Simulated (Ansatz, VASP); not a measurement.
## Two plane-wave programs on SiMo3

```
CELL_PARAMETERS angstrom
4.86159 0.00000 0.00000
0.00000 4.86159 0.00000
0.00000 0.00000 4.86159
ATOMIC_POSITIONS crystal
Si 0.00000 0.00000 0.00000
Si 0.50000 0.50000 0.50000
Mo 0.00000 0.50000 0.25000
Mo 0.25000 0.00000 0.50000
Mo 0.00000 0.50000 0.75000
Mo 0.75000 0.00000 0.50000
Mo 0.50000 0.25000 0.00000
Mo 0.50000 0.75000 0.00000
```

Alike in both runs: task single point; functional PBEsol; k mesh 7 × 7 × 7; occupations gaussian, width 0.1 eV; no spin polarisation.

|  | VASP | Ansatz |
| --- | --- | --- |
| version | VASP 6.6.1 | Ansatz 0.2.0 |
| potentials or method | VASP PAW PBE potentials, release 64 (Si, Mo_sv), cutoff 520 eV | scalar-relativistic, plane waves, PAW |
| valence electrons in the cell | 92 | 92 |

|  | VASP | Ansatz | Ansatz less VASP |
| --- | --- | --- | --- |
| gap on the k mesh at the Fermi level (eV) | none | none | - |
| pressure (GPa) | 0.3 | -0.3 | -0.61 |

VASP's potentials were made for PBE, not for PBEsol. A gap of «none» marks a metal or a gap that the smearing closes. The functional is the same, so the differences come from potentials, cutoffs and numerics.
